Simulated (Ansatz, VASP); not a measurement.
## HC12 in VASP and in Ansatz

```
CELL_PARAMETERS angstrom
4.93116 0.00000 0.00000
0.00000 4.00987 0.00000
0.00000 0.00000 21.60142
ATOMIC_POSITIONS crystal
C 0.25000 0.37770 0.18517
C 0.75000 0.37770 0.18517
C 0.00000 0.47208 0.21304
C 0.50000 0.47208 0.21304
C 0.00000 0.66096 0.26881
C 0.50000 0.66096 0.26881
C 0.25000 0.75037 0.29625
C 0.75000 0.75037 0.29625
C 0.25000 0.94129 0.35527
C 0.75000 0.94129 0.35527
C 0.00000 0.02343 0.37967
C 0.50000 0.02343 0.37967
H 0.08333 0.35676 0.50929
```

Alike in both runs: task single point; functional PBE; dispersion D3(BJ); k mesh 6 × 7 × 1; occupations gaussian, width 0.05 eV; collinear spin.

|  | VASP | Ansatz |
| --- | --- | --- |
| version | VASP 6.6.1 | Ansatz 0.2.0 |
| potentials or method | VASP PAW PBE potentials, release 64 (C, H), cutoff 520 eV | scalar-relativistic, plane waves, PAW |
| valence electrons in the cell | 49 | 49 |

Ansatz gave:

| Item | Value |
| --- | --- |
| rms of the force components (eV/Å) | 1.064 |
| net moment per atom (μB) | 0.08 |
| size of the moment on the site where the two differ most (μB) | 0.86 |

**Question.** Estimate VASP's values.

**Answer.** rms of the force components (eV/Å): 0.858; net moment per atom (μB): 0.13; size of the moment on the site where the two differ most (μB): 0.37.

Site moments also hang on the region over which each program counts them. Atom by atom the forces differ by 0.385 eV/Å (rms over components).
